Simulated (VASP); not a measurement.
CsI:

```xyz
2
Lattice="4.6660 0.0000 0.0000 0.0000 4.6660 0.0000 0.0000 0.0000 4.6660" Properties=species:S:1:pos:R:3 pbc="T T T"
Cs    0.0000    0.0000    0.0000
I     2.3330    2.3330    2.3330
```

```yaml
Program: VASP 6.6.1
Task: relaxation of cell and atoms
Functional: LDA
Potentials_or_basis: VASP PAW LDA potentials, release 64 (Cs_sv, I)
Cutoff: 500 eV
k_mesh: 6 × 6 × 6
Occupations: fermi-dirac, width 0.02 eV
Spin: no spin polarisation
```

At the start: pressure -1.9 GPa; volume 50.79 Å³/atom.

Problem. How do energy, volume and symmetry change on relaxing?

Solution. Over 18 steps the energy falls by 55.0 meV/atom and the volume is 42.85 Å³/atom (-15.6 %); space group Pm-3m (No. 221, to 0.1 Å) before and after.

The path:
```csv
step,energy change (eV),largest force (eV/Å),pressure (GPa),volume (Å³)
1,0.0000,0.0000,-1.86,101.59
2,-0.0808,0.0000,-1.14,93.18
3,-0.1094,0.0000,-0.19,86.72
4,-0.1100,0.0000,0.03,85.55
5,-0.1100,0.0000,-0.03,85.85
6,-0.1100,0.0000,-0.03,85.85
7,-0.1100,0.0000,-0.03,85.84
8,-0.1100,0.0000,-0.03,85.84
9,-0.1100,0.0000,-0.03,85.84
10,-0.1100,0.0000,-0.03,85.84
11,-0.1100,0.0000,-0.03,85.84
12,-0.1100,0.0000,-0.03,85.84
13,-0.1100,0.0000,-0.03,85.84
14,-0.1100,0.0000,-0.03,85.84
15,-0.1100,0.0000,-0.03,85.83
16,-0.1100,0.0000,-0.03,85.81
17,-0.1100,0.0000,-0.02,85.77
18,-0.1100,0.0000,0.00,85.70
```

Final structure:
```cif
data_structure
_symmetry_space_group_name_H-M 'P 1'
_symmetry_Int_Tables_number 1
_cell_length_a 4.4088
_cell_length_b 4.4088
_cell_length_c 4.4088
_cell_angle_alpha 90.000
_cell_angle_beta 90.000
_cell_angle_gamma 90.000
_cell_volume 85.70
loop_
_atom_site_label
_atom_site_type_symbol
_atom_site_fract_x
_atom_site_fract_y
_atom_site_fract_z
_atom_site_occupancy
Cs1 Cs 0.00000 0.00000 0.00000 1
I1 I 0.50000 0.50000 0.50000 1
```

Caveat: the volume moved by over 15 % at a fixed basis, so the end points are rough.
